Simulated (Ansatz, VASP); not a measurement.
# Two plane-wave programs on Ti5Si

```xyz
6
Lattice="2.3980 1.3845 4.4384 -2.3980 1.3845 4.4384 0.0000 -2.7690 4.4384" Properties=species:S:1:pos:R:3 pbc="T T T"
Ti    0.0000    0.0000    2.0154
Ti    0.5015    1.3845    4.4384
Ti   -1.4497   -0.2580    4.4384
Ti    0.0000    0.0000   11.2997
Ti   -1.4497    0.2580    8.8767
Si    0.0000    0.0000    6.6575
```

Change from the starting cell: strain -0.050 along x and y, +0.000 along z, atoms carried along.

Alike in both runs: task single point; functional PBE; k mesh 12 × 12 × 12; occupations gaussian, width 0.15 eV; no spin polarisation.

|  | VASP | Ansatz |
| --- | --- | --- |
| version | VASP 6.6.1 | Ansatz 0.2.0 |
| potentials or method | VASP PAW PBE potentials, release 64 (Ti_sv, Si), cutoff 520 eV | scalar-relativistic, plane waves, PAW |
| valence electrons in the cell | 64 | 64 |

|  | VASP | Ansatz | Ansatz less VASP |
| --- | --- | --- | --- |
| gap on the k mesh at the Fermi level (eV) | none | none | - |
| pressure (GPa) | 14.3 | 14.6 | +0.29 |
| traceless stress, the component that is largest in VASP (GPa) | -4.51 | -4.49 | +0.021 |
| rms of the force components (eV/Å) | 0.070 | 0.069 | -0.0014 |

Atom by atom the forces differ by 0.001 eV/Å (rms over components). A gap of «none» marks a metal or a gap that the smearing closes. With one functional, cell and mesh, what is left measures potentials, basis and numerics.
